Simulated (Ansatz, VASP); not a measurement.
WSe2 in VASP and in Ansatz

File INCAR:

```
PREC     = Accurate       # precision mode
ENCUT    = 520            # plane-wave cutoff, eV
EDIFF    = 1E-6           # SCF threshold, eV
ISMEAR   = 0              # smearing method
SIGMA    = 0.02           # smearing width, eV
LREAL    = False          # projectors in reciprocal space
LASPH    = True           # aspherical terms in the spheres
NELM     = 60             # most SCF steps
ALGO     = Normal         # electronic algorithm
ISIF     = 2              # what is computed and relaxed
LWAVE    = False          # write WAVECAR
LCHARG   = False          # write CHGCAR
GGA      = PS             # functional
NBANDS   = 35             # bands
```

KPOINTS

```
regular mesh
0
Gamma
  12 12 2
```

The input POSCAR:

```
WSe2
1.0
    3.3038068302      0.0000000000      0.0000000000
   -1.6519034151      2.8611806441      0.0000000000
    0.0000000000      0.0000000000     13.3559078674
W Se
2 4
Direct
    0.6666666667      0.3333333333      0.7500000000
    0.3333333333      0.6666666667      0.2500000000
    0.3333333333      0.6666666667      0.8744707230
    0.6666666667      0.3333333333      0.3744707230
    0.3333333333      0.6666666667      0.6255292770
    0.6666666667      0.3333333333      0.1255292770
```

Input for Ansatz:

```yaml
crystal:
  lattice:
    - [3.3038068302, 0.0, 0.0]
    - [-1.6519034151, 2.8611806441, 0.0]
    - [0.0, 0.0, 13.3559078674]
  atoms:
    - { symbol: W, position: [0.6666666667, 0.3333333333, 0.75] }
    - { symbol: W, position: [0.3333333333, 0.6666666667, 0.25] }
    - { symbol: Se, position: [0.3333333333, 0.6666666667, 0.874470723] }
    - { symbol: Se, position: [0.6666666667, 0.3333333333, 0.374470723] }
    - { symbol: Se, position: [0.3333333333, 0.6666666667, 0.625529277] }
    - { symbol: Se, position: [0.6666666667, 0.3333333333, 0.125529277] }
basis:
  ecutwfc: 420
kpoints:
  mp_grid: { grid: [12, 12, 2] }
  band_path: { path: [VBM, CBM], npoints: 2 }
hamiltonian:
  xc: pbesol
scf:
  occupations: { method: gaussian, width: 0.02 }
output:
  forces: true
  stress: true
  eigenvalues: true
checkpoint:
  read: start.run
  write: ck
  compress: false
  write_wavefunctions: false
  write_every: 100000
```

Alike in both runs: task single point; functional PBEsol; k mesh 12 × 12 × 2; occupations gaussian, width 0.02 eV; no spin polarisation.

```csv
,VASP,Ansatz
version,VASP 6.6.1,Ansatz 0.2.0
potentials or method,"VASP PAW PBE potentials, release 64 (W_sv, Se), cutoff 520 eV","scalar-relativistic, plane waves, PAW"
valence electrons in the cell,52,92
```

```csv
,VASP,Ansatz,Ansatz less VASP
gap on the k mesh at the Fermi level (eV),1.08,1.08,+0.004
least direct gap on the mesh (eV),1.48,1.48,+0.003
pressure (GPa),-1.2,-1.6,-0.39
"traceless stress, the component that is largest in VASP (GPa)",1.38,1.30,-0.086
rms of the force components (eV/Å),0.028,0.000,-0.0277
```

VASP's potentials were made for PBE, not for PBEsol. Atom by atom the forces differ by 0.028 eV/Å (rms over components). VASP's potentials hold 52 valence electrons a cell and Ansatz's 92, so a difference there can come from the potentials and not from the codes.

Spin-orbit coupling is off throughout.
